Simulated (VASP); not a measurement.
A run of VASP 6.6.1 is set up as follows.

INCAR

```
ALGO     = Normal         # electronic algorithm
EDIFF    = 1E-6           # SCF threshold, eV
ENCUT    = 520            # plane-wave cutoff, eV
GGA      = PE             # functional
ISIF     = 2              # what is computed and relaxed
ISMEAR   = 0              # smearing method
LASPH    = T              # aspherical terms in the spheres
LCHARG   = F              # write CHGCAR
LREAL    = F              # projectors in reciprocal space
LWAVE    = F              # write WAVECAR
NBANDS   = 26             # bands
NELM     = 100            # most SCF steps
PREC     = Accurate       # precision mode
SIGMA    = 0.1            # smearing width, eV
```

The input KPOINTS:

```
k-points
0
Gamma
  6 6 4
```

Contents of POSCAR:

```
IrRu2
1.0
    2.7151576117     -0.0000000026      0.0000000000
   -1.3575788036      2.3513954683      0.0000000000
    0.0000000000      0.0000000000      6.6239742898
Ru Ir
2 1
Direct
    0.6666666667      0.3333333333      0.6620884746
    0.3333333333      0.6666666667      0.3379115254
    0.0000000000      0.0000000000      0.0000000000
```

Potentials or basis: VASP PAW PBE potentials, release 64 (Ru_pv, Ir).

Run with:

```console
$ cat potpaw_PBE.64/Ru_pv/POTCAR potpaw_PBE.64/Ir/POTCAR > POTCAR
$ mpirun -np 1 vasp_std > vasp.out
```

Task: What does it give for the pressure?

Result: 0.1 GPa.

Task: Predict the band gap on the k mesh.

Result: Zero (an odd number of electrons rules out a gap without spin polarisation).

Stress tensor (GPa, compression positive):
```
0.08 0.00 0.00
0.00 0.08 0.00
0.00 0.00 0.00
```

Caveat: the k points lie up to 0.45 Å⁻¹ apart, too coarse for converged energies and pressures of a metal; spin-orbit coupling is left out, which moves the levels of the heavy elements.
